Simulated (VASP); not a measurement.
A run of VASP 6.6.1 is set up as follows.

INCAR

```
PREC = Accurate
ENCUT = 600
EDIFF = 1E-6
ISMEAR = 0
SIGMA = 0.1
LREAL = False
LASPH = True
NELM = 150
ALGO = Normal
ISIF = 3
LWAVE = False
LCHARG = False
ISPIN = 2
MAGMOM = 0 0 0 0 0 0
LORBIT = 11
LMAXMIX = 4
GGA = PE
IBRION = 2
NSW = 90
EDIFFG = -0.04
```

Contents of KPOINTS:

```
regular mesh
0
Gamma
  4 4 2
```

Contents of POSCAR:

```
NbIn2S3
1.0
    3.7524419600      0.0000000000      0.0000000000
    0.0000000000      3.7524419600      0.0000000000
    0.0000000000      0.0000000000      8.4161738600
Nb In S
1 2 3
Direct
    0.5000000000      0.5000000000      0.0000000000
    0.5000000000      0.0000000000      0.7344790700
    0.0000000000      0.5000000000      0.2655209300
    0.5000000000      0.0000000000      0.3861632900
    0.0000000000      0.5000000000      0.6138367100
    0.0000000000      0.0000000000      0.0000000000
```

Potentials or basis: VASP PAW PBE potentials, release 64 (Nb_sv, In_d, S).

Command:

```bash
$ cat potpaw_PBE.64/Nb_sv/POTCAR potpaw_PBE.64/In_d/POTCAR potpaw_PBE.64/S/POTCAR > POTCAR
$ mpirun -np 1 vasp_std > vasp.out
```

Question: Estimate the relaxed volume.

Answer: 21.39 Å³/atom.

Question: Estimate the net moment.

Answer: 0.00 μB per cell.

Question: What does it give for the space group after relaxing (to 0.05 Å)?

Answer: P-4m2 (No. 115).

Final structure:
```yaml
crystal:
  lattice:
    - [3.51624, 0.00000, 0.00000]
    - [0.00000, 3.51624, 0.00000]
    - [0.00000, 0.00000, 10.38142]
  atoms:
    - { symbol: Nb, position: [0.50000, 0.50000, 0.00000] }
    - { symbol: In, position: [0.50000, 0.00000, 0.72873] }
    - { symbol: In, position: [0.00000, 0.50000, 0.27127] }
    - { symbol: S, position: [0.50000, 0.00000, 0.36374] }
    - { symbol: S, position: [0.00000, 0.50000, 0.63626] }
    - { symbol: S, position: [0.00000, 0.00000, 0.00000] }
```

Caveat: the k points lie up to 0.45 Å⁻¹ apart in the final cell.
